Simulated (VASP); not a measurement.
A run of VASP 6.6.1 is set up as follows.

File INCAR:

```
PREC     = Accurate       # precision mode
ENCUT    = 450            # plane-wave cutoff, eV
EDIFF    = 1E-7           # SCF threshold, eV
ISMEAR   = 1              # smearing method
SIGMA    = 0.1            # smearing width, eV
LREAL    = False          # projectors in reciprocal space
LASPH    = True           # aspherical terms in the spheres
NELM     = 120            # most SCF steps
ALGO     = Normal         # electronic algorithm
ISIF     = 2              # what is computed and relaxed
LWAVE    = False          # write WAVECAR
LCHARG   = False          # write CHGCAR
LDIPOL   = True         
IDIPOL   = 3            
DIPOL    = 0.5 0.5 0.685
GGA      = PE             # functional
IBRION   = 2              # ionic algorithm
NSW      = 80             # ionic steps
EDIFFG   = -0.02          # ionic threshold
GGA_COMPAT= False        
NELMIN   = 4            
NELMDL   = -8
```

Contents of KPOINTS:

```
regular mesh
0
Gamma
  15 15 1
```

POSCAR

```
Al
1.0
    1.4602435473      2.5292160153      0.0000000000
   -2.9204870946      0.0000000000      0.0000000000
    0.0000000000      0.0000000000     30.1328597695
Al
4
Direct
    0.0000000000      0.0000000000      0.5693914037
    0.6666666667      0.3333333333      0.6462242550
    0.3333333333      0.6666666667      0.7237949663
    0.0000000000      0.0000000000      0.8014795109
```

Potentials or basis: VASP PAW PBE potentials, release 64 (Al).

Launch:

```bash
$ cat potpaw_PBE.64/Al/POTCAR > POTCAR
$ mpirun -np 1 vasp_std > vasp.out
```

Problem. What does it give for the band gap on the k mesh?

Solution. Zero (band 6 reaches 0.93 eV, above the bottom of band 7 at -0.99 eV).

Problem. Estimate the energy gained by relaxing.

Solution. 2.5 meV/atom.

Step by step:
| step | energy change (eV) | largest force (eV/Å) | pressure (GPa) |
| --- | --- | --- | --- |
| 1 | 0.0000 | 0.1380 | -1.32 |
| 2 | -0.0015 | 0.0994 | -1.31 |
| 3 | -0.0040 | 0.0976 | -1.28 |
| 4 | -0.0042 | 0.1174 | -1.26 |
| 5 | -0.0056 | 0.1090 | -1.23 |
| 6 | -0.0083 | 0.0792 | -1.11 |
| 7 | -0.0073 | 0.1101 | -0.85 |
| 8 | -0.0089 | 0.0627 | -1.02 |
| 9 | -0.0097 | 0.0261 | -1.00 |
| 10 | -0.0098 | 0.0171 | -0.98 |
